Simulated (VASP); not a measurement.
Write the native input for VASP 6.6.1 that does the following.

- Task: single point
- Functional: r2SCAN
- Potentials or basis: VASP PAW PBE potentials, release 64 (Y_sv)
- Cutoff: 520 eV
- k mesh: 14 × 14 × 8
- Occupations: gaussian, width 0.05 eV
- Spin: no spin polarisation
- Dipole correction: no
- Further INCAR settings: ALGO = Normal; EDIFF = 1e-07; NBANDS = 18

The system is Y.

```xyz
2
Lattice="3.6716 0.0000 0.0000 -1.8358 3.1797 0.0000 0.0000 0.0000 5.6742" Properties=species:S:1:pos:R:3 pbc="T T T"
Y     0.0000    2.1198    4.2557
Y     1.8358    1.0599    1.4186
```

These files were run (other wordings do the same):

POSCAR

```
Y
1.0
    3.6715784925      0.0000000000      0.0000000000
   -1.8357892463      3.1796802465      0.0000000000
    0.0000000000      0.0000000000      5.6742432622
Y
2
Direct
    0.3333333333      0.6666666667      0.7500000000
    0.6666666667      0.3333333333      0.2500000000
```

INCAR.step1

```
SYSTEM = Y
PREC = Accurate ; ENCUT = 520
ISMEAR = 0 ; SIGMA = 0.05
LREAL = .False. ; LASPH = .True.
NELM = 60 ; NBANDS = 18
GGA = PE ; ALGO = Normal
EDIFF = 1E-4 ; LWAVE = .True.
LCHARG = .False.
```

INCAR.step2

```
SYSTEM = Y
PREC = Accurate ; ENCUT = 520
EDIFF = 1E-7 ; ISMEAR = 0
SIGMA = 0.05 ; LREAL = .False.
LASPH = .True. ; NELM = 60
ALGO = Normal ; ISIF = 2
LWAVE = .False. ; LCHARG = .False.
METAGGA = R2SCAN ; LMIXTAU = .True.
NBANDS = 18 ; ISTART = 1
```

KPOINTS

```
regular mesh
0
Gamma
  14 14 8
  0 0 0
```

Potentials or basis: VASP PAW PBE potentials, release 64 (Y_sv).

Run with:

```sh
$ cat potpaw_PBE.64/Y_sv/POTCAR > POTCAR
$ cp INCAR.step1 INCAR
$ mpirun -np 1 vasp_std > vasp.out
$ cp INCAR.step2 INCAR
$ mpirun -np 1 vasp_std > vasp.out
```

It gave:

```json
{"Pressure": "0.4 GPa", "Band gap on the k mesh": "zero (bands 11 and 12 overlap by 1.71 eV)"}
```

Caveat: the PAW data sets were made with another functional, which shifts forces and pressure a little.

Wall time 11 min on 1 thread of Intel(R) Xeon(R) Platinum 8259CL CPU @ 2.50GHz (Skylake/Cascade Lake) (shared host), peak memory 0.28 GiB.
